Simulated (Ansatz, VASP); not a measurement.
# Two plane-wave programs on C

File POSCAR:

```
C
1.0
    1.2894276638      0.7444514088      3.2633355684
   -1.2894276638      0.7444514088      3.2633355684
    0.0000000000     -1.4889028176      3.2633355684
C
2
Direct
    0.1640000000      0.1640000000      0.1640000000
    0.8360000000      0.8360000000      0.8360000000
```

Contents of INCAR.step1:

```
PREC = Accurate
ENCUT = 520
ISMEAR = 0
SIGMA = 0.05
LREAL = F
LASPH = T
NELM = 80
NBANDS = 11
GGA = PE
ALGO = Normal
EDIFF = 1E-4
LWAVE = T
LCHARG = F
```

Contents of INCAR.step2:

```
PREC = Accurate
ENCUT = 520
EDIFF = 1E-6
ISMEAR = 0
SIGMA = 0.05
LREAL = F
LASPH = T
NELM = 80
ALGO = Normal
ISIF = 2
LWAVE = F
LCHARG = F
METAGGA = R2SCAN
LMIXTAU = T
NBANDS = 11
ISTART = 1
```

The input KPOINTS:

```
Automatic mesh
0
Gamma
  12 12 12
```

Input for Ansatz:

```yaml
crystal:
  lattice:
    - [1.2894276638, 0.7444514088, 3.2633355684]
    - [-1.2894276638, 0.7444514088, 3.2633355684]
    - [0.0, -1.4889028176, 3.2633355684]
  atoms:
    - { symbol: C, position: [0.164, 0.164, 0.164] }
    - { symbol: C, position: [0.836, 0.836, 0.836] }
basis:
  ecutwfc: 500
kpoints:
  mp_grid: { grid: [12, 12, 12] }
hamiltonian:
  xc: r2scan
scf:
  occupations: { method: gaussian, width: 0.05 }
output:
  forces: true
  stress: true
  eigenvalues: true
```

Change from the starting cell: strain +0.050 along x and y, -0.025 along z, atoms carried along.

Alike in both runs: task single point; functional r2SCAN; k mesh 12 × 12 × 12; occupations gaussian, width 0.05 eV; no spin polarisation.

```csv
,VASP,Ansatz
version,VASP 6.6.1,Ansatz 0.2.0
potentials or method,"VASP PAW PBE potentials, release 64 (C), cutoff 520 eV","scalar-relativistic, plane waves, PAW"
valence electrons in the cell,8,8
```

```tsv
	VASP	Ansatz	Ansatz less VASP
gap on the k mesh at the Fermi level (eV)	0.95	0.95	+0.001
least direct gap on the mesh (eV)	0.95	0.95	+0.001
pressure (GPa)	-33.4	-34.0	-0.56
traceless stress, the component that is largest in VASP (GPa)	35.78	36.40	+0.622
rms of the force components (eV/Å)	0.478	0.483	+0.0046
```

VASP's potentials were made for PBE, not for r2SCAN. Atom by atom the forces differ by 0.005 eV/Å (rms over components). Both programs put the cell under strong tension, so it lies far from rest at this level. With one functional, cell and mesh, what is left measures potentials, basis and numerics.

Noted on VASP's run: the cell as given lies far from equilibrium.
